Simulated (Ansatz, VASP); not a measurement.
Au: VASP beside Ansatz

INCAR

```
ALGO     = Fast           # electronic algorithm
EDIFF    = 1E-6           # SCF threshold, eV
ENCUT    = 520            # plane-wave cutoff, eV
GGA      = PE             # functional
ISIF     = 2              # what is computed and relaxed
ISMEAR   = -1             # smearing method
LASPH    = True           # aspherical terms in the spheres
LCHARG   = False          # write CHGCAR
LREAL    = False          # projectors in reciprocal space
LWAVE    = False          # write WAVECAR
NBANDS   = 18             # bands
NELM     = 80             # most SCF steps
PREC     = Accurate       # precision mode
SIGMA    = 0.05           # smearing width, eV
```

File KPOINTS:

```
k-points
0
Gamma
  10 10 6
```

POSCAR

```
Au
1.0
    2.7965925888      0.0000000000      0.0000000000
   -0.0128683956      2.8012516386      0.0000000000
   -1.1302545584     -1.1774549423      4.8909659635
Au
2
Direct
    0.6728620000      0.6659620000      0.2740550000
    0.3271380000      0.3340380000      0.7259450000
```

input.yaml

```yaml
crystal:
  lattice:
    - [2.7965925888, 0.0, 0.0]
    - [-0.0128683956, 2.8012516386, 0.0]
    - [-1.1302545584, -1.1774549423, 4.8909659635]
  atoms:
    - { symbol: Au, position: [0.672862, 0.665962, 0.274055] }
    - { symbol: Au, position: [0.327138, 0.334038, 0.725945] }
hamiltonian:
  xc: pbe
  pseudopotentials: { kind: paw }
kpoints:
  mp_grid: { grid: [10, 10, 6] }
scf:
  occupations: { method: fermi_dirac, width: 0.05 }
output:
  forces: true
  stress: true
  eigenvalues: true
  write_density: true
  write_potential: true
  elf: true
  volumetric_format: npy
```

Alike in both runs: task single point; functional PBE; k mesh 10 × 10 × 6; occupations fermi-dirac, width 0.05 eV; no spin polarisation.

|  | VASP | Ansatz |
| --- | --- | --- |
| version | VASP 6.6.1 | Ansatz 0.2.0 |
| potentials or method | VASP PAW PBE potentials, release 64 (Au) | Ansatz PAW |
| plane-wave cutoff (eV) | 520 | 420 |
| valence electrons in the cell | 22 | 38 |

Ansatz gave:

- gap on the k mesh at the Fermi level (eV): none
- pressure (GPa): 1.7
- traceless stress, the component that is largest in VASP (GPa): 1.57
- rms of the force components (eV/Å): 0.030

Question: Which values does VASP return?

Answer: gap on the k mesh at the Fermi level (eV): none; pressure (GPa): 1.5; traceless stress, the component that is largest in VASP (GPa): 1.55; rms of the force components (eV/Å): 0.030.

Atom by atom the forces differ by 0.001 eV/Å (rms over components). A gap of «none» marks a metal or a gap that the smearing closes. The functional is the same, so the differences come from potentials, cutoffs and numerics. VASP's potentials hold 22 valence electrons a cell and Ansatz's 38, so a difference there can come from the potentials and not from the codes.

Neither program's run includes spin-orbit coupling.
